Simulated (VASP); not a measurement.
Write the native input for VASP 6.6.1 that does the following.

```yaml
Task: single point
Functional: LDA
Potentials_or_basis: VASP PAW LDA potentials, release 64 (Zn, Cd)
Cutoff: 520 eV
k_mesh: 8 × 8 × 8
Occupations: methfessel-paxton, width 0.1 eV
Spin: no spin polarisation
Dipole_correction: no
Further_INCAR_settings: ALGO = Normal; EDIFF = 1e-07; NBANDS = 32
```

The structure of Zn3Cd lies in POSCAR:

```
Zn3Cd
1.0
   -2.0009029752      2.0009029752      3.9887531477
    2.0009029752     -2.0009029752      3.9887531477
    2.0009029752      2.0009029752     -3.9887531477
Zn Cd
3 1
Direct
    0.7500000000      0.2500000000      0.5000000000
    0.2500000000      0.7500000000      0.5000000000
    0.5000000000      0.5000000000      0.0000000000
    0.0000000000      0.0000000000      0.0000000000
```

One way to write it, as run:

INCAR

```
SYSTEM = Zn3Cd
  PREC = Accurate
  ENCUT = 520
  EDIFF = 1E-7
  ISMEAR = 1
  SIGMA = 0.1
  LREAL = .FALSE.
  LASPH = .TRUE.
  NELM = 60
  ALGO = Normal
  ISIF = 2
  LWAVE = .FALSE.
  LCHARG = .FALSE.
  GGA = CA
  NBANDS = 32
```

KPOINTS

```
Automatic mesh
0
G
  8 8 8
  0 0 0
```

Potentials or basis: VASP PAW LDA potentials, release 64 (Zn, Cd).

Launch:

```console
$ cat potpaw_LDA.64/Zn/POTCAR potpaw_LDA.64/Cd/POTCAR > POTCAR
$ mpirun -np 1 vasp_std > vasp.out
```

Results of the run:

The pressure is -2.8 GPa. The band gap on the k mesh is zero (band 24 reaches 5.39 eV, above the bottom of band 25 at 1.75 eV).

It took 100 s on 1 thread of Intel(R) Xeon(R) Platinum 8259CL CPU @ 2.50GHz (Skylake/Cascade Lake) (shared host), peak memory 0.24 GiB.
